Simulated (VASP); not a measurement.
# Sn in VASP: single point with PBE

Aim: the single point of Sn with PBE.

Program: VASP 6.6.1. These are calculated values, not measurements. Logs are shortened: lines on timing, memory, paths and dates and some standing lists are left out, and cuts for length are marked.

## (1) The cell of the first run

The cell holds a slab with vacuum, 4 atoms: a = 4.706 Å, b = 6.656 Å, c = 18.353 Å, α = 90.00°, β = 90.00°, γ = 90.00°.

## (2) Single point, PBE

POSCAR

```
Sn
1.0
    4.7064645934      0.0000000000      0.0000000000
    0.0000000000      6.6559460589      0.0000000000
    0.0000000000      0.0000000000     18.3532000000
Sn
4
Direct
    0.0000000000      0.3750000000      0.4358904088
    0.5000000000      0.1250000000      0.4358904088
    0.5000000000      0.8750000000      0.5641095912
    0.0000000000      0.6250000000      0.5641095912
```

INCAR.step1

```
SYSTEM = Sn
PREC     = Accurate       ! precision mode
ENCUT    = 400            ! plane-wave cutoff, eV
EDIFF    = 1E-6           ! SCF threshold, eV
ISMEAR   = -1             ! smearing method
SIGMA    = 0.02           ! smearing width, eV
LREAL    = .FALSE.        ! projectors in reciprocal space
LASPH    = .TRUE.         ! aspherical terms in the spheres
NELM     = 120            ! most SCF steps
ALGO     = Normal         ! electronic algorithm
ISIF     = 2              ! what is computed and relaxed
LWAVE    = .FALSE.        ! write WAVECAR
LCHARG   = .TRUE.         ! write CHGCAR
LDIPOL   = .TRUE.       
IDIPOL   = 3            
DIPOL    = 0.5 0.5 0.500
GGA      = PE             ! functional
NBANDS   = 36             ! bands
GGA_COMPAT= .FALSE.      
NEDOS    = 2001           ! points of the DOS
LORBIT   = 11             ! projections on sites
NELMDL   = -8
```

KPOINTS.step1

```
regular mesh
0
G
  7 5 1
  0 0 0
```

INCAR.step2

```
SYSTEM = Sn
PREC     = Accurate       ! precision mode
ENCUT    = 400            ! plane-wave cutoff, eV
EDIFF    = 1E-6           ! SCF threshold, eV
ISMEAR   = -5             ! smearing method
SIGMA    = 0.02           ! smearing width, eV
LREAL    = .FALSE.        ! projectors in reciprocal space
LASPH    = .TRUE.         ! aspherical terms in the spheres
NELM     = 120            ! most SCF steps
ALGO     = Normal         ! electronic algorithm
ISIF     = 2              ! what is computed and relaxed
LWAVE    = .FALSE.        ! write WAVECAR
LCHARG   = .FALSE.        ! write CHGCAR
LDIPOL   = .TRUE.       
IDIPOL   = 3            
DIPOL    = 0.5 0.5 0.500
GGA      = PE             ! functional
LORBIT   = 11             ! projections on sites
NBANDS   = 36             ! bands
NEDOS    = 1001           ! points of the DOS
ICHARG   = 11             ! starting density
GGA_COMPAT= .FALSE.      
NELMDL   = -8
```

KPOINTS.step2

```
regular mesh
0
G
  11 8 1
  0 0 0
```

Potentials or basis: VASP PAW PBE potentials, release 64 (Sn_d).

Command:

```
$ cat potpaw_PBE.64/Sn_d/POTCAR > POTCAR
$ cp INCAR.step1 INCAR
$ cp KPOINTS.step1 KPOINTS
$ mpirun -np 1 vasp_std > vasp.out
$ cp INCAR.step2 INCAR
$ cp KPOINTS.step2 KPOINTS
$ mpirun -np 1 vasp_std > vasp.out
```

OUTCAR:

```text
SYSTEM = Sn
   PREC = Accurate
   ENCUT = 400
   EDIFF = 1E-6
   ISMEAR = -5
   LREAL = .FALSE.
   LASPH = .TRUE.
   NELM = 120
   ISIF = 2
   GGA = PE
   LORBIT = 11
   ICHARG = 11
   NELMDL = -8

 ion  position               nearest neighbor table
   1  0.000  0.375  0.436-   2 2.88   2 2.88   4 2.88
   2  0.500  0.125  0.436-   1 2.88   1 2.88   3 2.88
   3  0.500  0.875  0.564-   4 2.88   4 2.88   2 2.88
   4  0.000  0.625  0.564-   3 2.88   3 2.88   1 2.88

  LATTYP: Found a simple orthorhombic cell.
 ALAT       =     4.7064645934
 B/A-ratio  =     1.4142135624
 C/A-ratio  =     3.8995725211

  Lattice vectors:

 A1 = (   4.7064645934,   0.0000000000,   0.0000000000)
 A2 = (   0.0000000000,   6.6559460589,   0.0000000000)
 A3 = (   0.0000000000,   0.0000000000,  18.3532000000)

Analysis of symmetry for initial positions (statically):
=====================================================================
 Subroutine PRICEL returns:
 Original cell was already a primitive cell.

 Routine SETGRP: Setting up the symmetry group for a
 simple orthorhombic supercell.

 Subroutine GETGRP returns: Found  8 space group operations
 (whereof  4 operations were pure point group operations)
 out of a pool of  8 trial point group operations.

The static configuration has the point symmetry C_2h.
 The point group associated with its full space group is D_2h.

Analysis of symmetry for dynamics (positions and initial velocities):
=====================================================================
 Subroutine PRICEL returns:
 Original cell was already a primitive cell.

 Routine SETGRP: Setting up the symmetry group for a
 simple orthorhombic supercell.

 Subroutine GETGRP returns: Found  8 space group operations
 (whereof  4 operations were pure point group operations)
 out of a pool of  8 trial point group operations.

The dynamic configuration has the point symmetry C_2h.
 The point group associated with its full space group is D_2h.

 Subroutine INISYM returns: Found  8 space group operations
 (whereof  4 operations are pure point group operations),
 and found     1 'primitive' translations

----------------------------------------------------------------------------------------

                                     Primitive cell

  volume of cell :     574.9319

  direct lattice vectors                    reciprocal lattice vectors
     4.706464593  0.000000000  0.000000000     0.212473711  0.000000000  0.000000000
     0.000000000  6.655946059  0.000000000     0.000000000  0.150241602  0.000000000
     0.000000000  0.000000000 18.353200000     0.000000000  0.000000000  0.054486411

  length of vectors
     4.706464593  6.655946059 18.353200000     0.212473711  0.150241602  0.054486411

  position of ions in fractional coordinates (direct lattice)
     0.000000000  0.375000000  0.435890409
     0.500000000  0.125000000  0.435890409
     0.500000000  0.875000000  0.564109591
     0.000000000  0.625000000  0.564109591

  ion indices of the primitive-cell ions
   primitive index   ion index
                 1           1
                 2           2
                 3           3
                 4           4

----------------------------------------------------------------------------------------

 KPOINTS: regular mesh

Automatic generation of k-mesh.
 Grid dimensions read from file:
 generate k-points for:   11    8    1

 Generating k-lattice:

  Cartesian coordinates                     Fractional coordinates (reciprocal lattice)
     0.019315792  0.000000000  0.000000000     0.090909091  0.000000000  0.000000000
     0.000000000  0.018780200  0.000000000     0.000000000  0.125000000  0.000000000
     0.000000000  0.000000000  0.054486411     0.000000000  0.000000000  1.000000000

  Length of vectors
     0.019315792  0.018780200  0.054486411

  Shift w.r.t. Gamma in fractional coordinates (k-lattice)
     0.000000000  0.000000000  0.000000000

 TETIRR: Found    252 inequivalent tetrahedra from      528

 Subroutine IBZKPT returns following result:
 ===========================================

 Found     30 irreducible k-points:

 Following reciprocal coordinates:
            Coordinates               Weight
  0.000000  0.000000  0.000000      1.000000
  0.090909  0.000000  0.000000      2.000000
  0.181818  0.000000  0.000000      2.000000
  0.272727  0.000000  0.000000      2.000000
  0.363636  0.000000  0.000000      2.000000
  0.454545  0.000000  0.000000      2.000000
[... 16 lines left out ...]
  0.363636  0.375000  0.000000      4.000000
  0.454545  0.375000  0.000000      4.000000
 [... further k-points ...]
   k-points           NKPTS =     30   k-points in BZ     NKDIM =     30   number of bands    NBANDS=     36
   number of dos      NEDOS =   1001   number of ions     NIONS =      4
   total plane-waves  NPLWV = 184320
   dimension x,y,z NGX =    32 NGY =   48 NGZ =  120
   dimension x,y,z NGXF=    64 NGYF=   96 NGZF=  240
   ions per type =               4
   NGX,Y,Z   is equivalent  to a cutoff of  11.30, 11.99, 10.87 a.u.
   NGXF,Y,Z  is equivalent  to a cutoff of  22.61, 23.98, 21.74 a.u.
 SYSTEM =  Sn
   PREC   = accura    normal or accurate (medium, high low for compatibility)
   ISTART =      0    job   : 0-new  1-cont  2-samecut
   ICHARG =     11    charge: 1-file 2-atom 10-const
   ISPIN  =      1    spin polarized calculation?
   LNONCOLLINEAR =      F non collinear calculations
   LSORBIT =      F    spin-orbit coupling
   LASPH  =      T    aspherical Exc in radial PAW
   ENCUT  =  400.0 eV  29.40 Ry    5.42 a.u.   7.68 10.85 29.93*2*pi/ulx,y,z
   NELM   =    120;   NELMIN=  2; NELMDL= -8     # of ELM steps
   EDIFF  = 0.1E-05   stopping-criterion for ELM
   LREAL  =      F    real-space projection
   EDIFFG = 0.1E-04   stopping-criterion for IOM
   NSW    =      0    number of steps for IOM
   IBRION =     -1    ionic relax: 0-MD 1-quasi-New 2-CG
   NFREE  =      0    steps in history (QN), initial steepest desc. (CG)
   ISIF   =      2    stress and relaxation
   ISYM   =      2    0-nonsym 1-usesym 2-fastsym
   POTIM  = 0.5000    time-step for ionic-motion
   TEBEG  =    0.0;   TEEND  =   0.0 temperature during run
   PSTRESS=    0.0 pullay stress
   NELECT =      56.0000    total number of electrons
   NUPDOWN=      -1.0000    fix difference up-down
   EMIN   =  10.00;   EMAX   =-10.00  energy-range for DOS
   EFERMI =   0.00;   METHOD = LEGACY
   ISMEAR =    -5;   SIGMA  =   0.02  broadening in eV -4-tet -1-fermi 0-gaus
   EFERMI_NEDOS =   21; number of points for ismear=-14 and -15
   IALGO  =     38    algorithm
   IMIX   =      4    mixing-type and parameters
     AMIX     =   0.40;   BMIX     =  1.00
     AMIX_MAG =   1.60;   BMIX_MAG =  1.00
  volume/ion in A,a.u.               =     143.73       969.96
  Fermi-wavevector in a.u.,A,eV,Ry     =   0.753238  1.423413  7.719497  0.567367
  Thomas-Fermi vector in A             =   1.850631
   LORBIT       =     11    0 simple, 1 ext, 2 COOP (PROOUT), +10 PAW based schemes
   GGA     = PE    functional components
   LHFCALC =     F    Hartree Fock is set to
   AEXX    =    0.0000 exact exchange contribution
   IVDW    =     0    specifies the selected vdW correction
   LEPSILON=     F    determine dielectric tensor
   LRPA    =     F    only Hartree local field effects (RPA)
 non-spin polarized calculation
 Fermi weights with tetrahedron method with Bloechl corrections
  energy-cutoff  :      400.00
  volume of cell :      574.93
 maximum number of plane-waves:     10483
 NGX is ok and might be reduce to    32

 number of electron      55.9999910 magnetization

 dipolmoment           0.000000      0.000000      0.000000 electrons x Angstroem

 Free energy of the ion-electron system (eV)
  ---------------------------------------------------
  ext. energy  EPLUGINS =         0.00000000
  ---------------------------------------------------
  free energy    TOTEN  =       -13.17380998 eV

  energy without entropy =      -13.17380998  energy(sigma->0) =      -13.17380998

 E-fermi :  -1.9673     XC(G=0):  -2.9730

 val. band max:       -1.9729246402   @ k =   0.1818   0.5000   0.0000
 cond. band min:      -1.8556781739   @ k =   0.3636   0.0000   0.0000
 fundamental gap:      0.1172464663
 Fermi energy:        -1.9673054686

 k-point     1 :       0.0000    0.0000    0.0000
  band No.  band energies     occupation
      1     -23.2943      2.00000
      2     -23.2466      2.00000
      3     -23.2397      2.00000
      4     -23.2291      2.00000
      5     -23.2140      2.00000
      6     -23.1711      2.00000
[... 28 lines left out ...]
     35       1.9116      0.00000
     36       2.1435      0.00000

 k-point     2 :       0.0909    0.0000    0.0000
  band No.  band energies     occupation
      1     -23.2940      2.00000
      2     -23.2517      2.00000
      3     -23.2393      2.00000
      4     -23.2284      2.00000
      5     -23.2158      2.00000
      6     -23.1644      2.00000
[... 28 lines left out ...]
     35       2.0602      0.00000
     36       2.1965      0.00000

 k-point     3 :       0.1818    0.0000    0.0000
  band No.  band energies     occupation
      1     -23.2932      2.00000
      2     -23.2618      2.00000
      3     -23.2375      2.00000
      4     -23.2266      2.00000
      5     -23.2191      2.00000
      6     -23.1677      2.00000
[... 28 lines left out ...]
     35       2.2627      0.00000
     36       2.3397      0.00000
[... 742 lines left out ...]
 k-point    23 :       0.3636    0.3750    0.0000
  band No.  band energies     occupation
      1     -23.2876      2.00000
      2     -23.2830      2.00000
      3     -23.2334      2.00000
      4     -23.2312      2.00000
      5     -23.1923      2.00000
      6     -23.1865      2.00000
[... 28 lines left out ...]
     35       2.8676      0.00000
     36       3.0618      0.00000

 k-point    24 :       0.4545    0.3750    0.0000
  band No.  band energies     occupation
      1     -23.2877      2.00000
      2     -23.2862      2.00000
      3     -23.2321      2.00000
      4     -23.2310      2.00000
      5     -23.1861      2.00000
      6     -23.1836      2.00000
[... 28 lines left out ...]
     35       2.9055      0.00000
     36       3.1680      0.00000

 [... further k-points ...]

------------------------ aborting loop because EDIFF is reached ----------------------------------------

 vacuum level on the upper side and lower side of the slab       (xc-potential included)        -0.061        -0.061

  FORCE on cell =-STRESS in cart. coord.  units (eV):
  Direction    XX          YY          ZZ          XY          YZ          ZX
  --------------------------------------------------------------------------------------
  -------------------------------------------------------------------------------------
  Total        0.1297514     -0.8831153     -1.2404525      0.0000000      0.0000000      0.0000000
  in kB        0.3615815     -2.4610000     -3.4568007      0.0000000      0.0000000      0.0000000
  external PRESSURE =      -1.8520731 kB  Pullay stress =       0.0000000 kB

 VOLUME and BASIS-vectors are now :
 -----------------------------------------------------------------------------
  energy-cutoff  :      400.00
  volume of cell :      574.93
      direct lattice vectors                 reciprocal lattice vectors
     4.706464593  0.000000000  0.000000000     0.212473711  0.000000000  0.000000000
     0.000000000  6.655946059  0.000000000     0.000000000  0.150241602  0.000000000
     0.000000000  0.000000000 18.353200000     0.000000000  0.000000000  0.054486411

 POSITION                                       TOTAL-FORCE (eV/Angst)
 -----------------------------------------------------------------------------------
      0.00000      2.49598      7.99998         0.000000      0.039499      0.189239
      2.35323      0.83199      7.99998         0.000000     -0.039499      0.189239
      2.35323      5.82395     10.35322         0.000000      0.039499     -0.189239
      0.00000      4.15997     10.35322         0.000000     -0.039499     -0.189239
 -----------------------------------------------------------------------------------
    total drift:                                0.000000      0.000000      0.000000

  FREE ENERGIE OF THE ION-ELECTRON SYSTEM (eV)
  ---------------------------------------------------
  free  energy   TOTEN  =       -13.1738099824 eV

  energy  without entropy=      -13.1738099824  energy(sigma->0) =      -13.17380998

 vacuum level on the upper side and lower side of the slab         2.188         2.188

 total charge

# of ion       s       p       d       tot
------------------------------------------
    1        1.248   1.008   9.948  12.204
    2        1.248   1.008   9.948  12.204
    3        1.248   1.008   9.948  12.204
    4        1.248   1.008   9.948  12.204
--------------------------------------------------
tot          4.991   4.031  39.793  48.815
```

Wall time 6.4 min (1 thread of Intel Xeon Platinum 8488C (Sapphire Rapids), shared host); peak memory 0.58 GiB.

Results:

- Valence electrons inside the program's atomic spheres: Sn 12.20

Levels at points of the mesh, in eV from the valence-band top:
```
           k point  band 24  band 25  band 26  band 27  band 28  band 29  band 30  band 31  band 32  band 33
(0.00, 0.00, 0.00)    -2.86    -1.84    -1.27    -1.11    -0.10     1.06     1.46     1.94     1.94     2.88
(0.00, 0.50, 0.00)    -4.54    -0.76    -0.76    -0.43    -0.43     0.38     0.38     1.89     1.89     4.14
```

Caveat: spin-orbit coupling is left out, which moves the levels of the heavy elements.
